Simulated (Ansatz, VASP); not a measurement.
# CdInS2 in VASP and in Ansatz

INCAR

```
PREC = Accurate ; ENCUT = 520
EDIFF = 1E-6 ; ISMEAR = -1
SIGMA = 0.05 ; LREAL = F
LASPH = T ; NELM = 100
ALGO = Normal ; ISIF = 2
LWAVE = F ; LCHARG = T
GGA = PE ; LELF = T
LVHAR = T ; NBANDS = 26
```

KPOINTS

```
regular mesh
0
Gamma
  8 8 4
```

Contents of POSCAR:

```
CdInS2
1.0
    3.8694961422      0.0000000000      0.0000000000
   -1.9347480711      3.3510819590      0.0000000000
    0.0000000000      0.0000000000      6.8105290000
In Cd S
1 1 2
Direct
    0.0000000000      0.0000000000      0.5000000000
    0.0000000000      0.0000000000      0.0000000000
    0.3333333333      0.6666666667      0.2449510000
    0.6666666667      0.3333333333      0.7550490000
```

input.yaml

```yaml
crystal:
  lattice:
    - [3.8694961422, 0.0, 0.0]
    - [-1.9347480711, 3.351081959, 0.0]
    - [0.0, 0.0, 6.810529]
  atoms:
    - { symbol: In, position: [0.0, 0.0, 0.5] }
    - { symbol: Cd, position: [0.0, 0.0, 0.0] }
    - { symbol: S, position: [0.3333333333, 0.6666666667, 0.244951] }
    - { symbol: S, position: [0.6666666667, 0.3333333333, 0.755049] }
hamiltonian:
  xc: pbe
  pseudopotentials: { kind: paw }
kpoints:
  mp_grid: { grid: [8, 8, 4] }
  band_path:
    path:
      - [[0.0, 0.0, 0.0], [0.5, 0.0, 0.0], [0.3333333333, 0.3333333333, 0.0], [0.0, 0.0, 0.0], [0.0, 0.0, 0.5], [0.5, 0.0, 0.5], [0.3333333333, 0.3333333333, 0.5], [0.0, 0.0, 0.5]]
      - [[0.5, 0.0, 0.5], [0.5, 0.0, 0.0]]
      - [[0.3333333333, 0.3333333333, 0.0], [0.3333333333, 0.3333333333, 0.5]]
    npoints: 14
scf:
  occupations: { method: fermi_dirac, width: 0.05 }
  n_extra_bands: 10
output:
  forces: true
  stress: true
  eigenvalues: true
  fatbands: true
```

Alike in both runs: functional PBE; k mesh 8 × 8 × 4; occupations fermi-dirac, width 0.05 eV; no spin polarisation.

```csv
,VASP,Ansatz
version,VASP 6.6.1,Ansatz 0.2.0
potentials or method,"VASP PAW PBE potentials, release 64 (In_d, Cd, S)",Ansatz PAW
plane-wave cutoff (eV),520,420
valence electrons in the cell,37,45
task,single point,band structure
```

|  | VASP | Ansatz | Ansatz less VASP |
| --- | --- | --- | --- |
| gap on the k mesh at the Fermi level (eV) | none | none | - |
| pressure (GPa) | 0.1 | -0.1 | -0.14 |
| traceless stress, the component that is largest in VASP (GPa) | 0.10 | 0.07 | -0.029 |
| rms of the force components (eV/Å) | 0.010 | 0.021 | +0.0106 |

Atom by atom the forces differ by 0.011 eV/Å (rms over components). A gap of «none» marks a metal or a gap that the smearing closes. With one functional, cell and mesh, what is left measures potentials, basis and numerics. VASP's potentials hold 37 valence electrons a cell and Ansatz's 45, so a difference there can come from the potentials and not from the codes.
